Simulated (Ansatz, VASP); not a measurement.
# TiN: VASP beside Ansatz

```xyz
2
Lattice="0.0000 2.0860 2.0860 2.0860 0.0000 2.0860 2.0860 2.0860 0.0000" Properties=species:S:1:pos:R:3 pbc="T T T"
Ti    0.0000    0.0000    0.0000
N     2.0860    2.0860    2.0860
```

Alike in both runs: functional LDA; k mesh 14 × 14 × 14; occupations gaussian, width 0.1 eV; no spin polarisation.

Ansatz relaxed the structure, and its values are those at the end. VASP's run is a single point on that final structure, the one shown.

|  | VASP | Ansatz |
| --- | --- | --- |
| version | VASP 6.6.1 | Ansatz 0.2.0 |
| potentials or method | VASP PAW LDA potentials, release 64 (Ti_sv, N), cutoff 520 eV | scalar-relativistic, plane waves, PAW |
| valence electrons in the cell | 17 | 17 |

Ansatz gave:

| Item | Value |
| --- | --- |
| gap on the k mesh at the Fermi level (eV) | none |
| pressure (GPa) | 0.0 |

Q: What did VASP give for the same quantities?

A: gap on the k mesh at the Fermi level (eV): none; pressure (GPa): 1.0.

Ansatz warns that its potentials were made for another functional, while VASP's fit it. LDA's correlation is that of Perdew and Zunger in VASP and of Perdew and Wang (1992) in Ansatz. A gap of «none» marks a metal or a gap that the smearing closes.
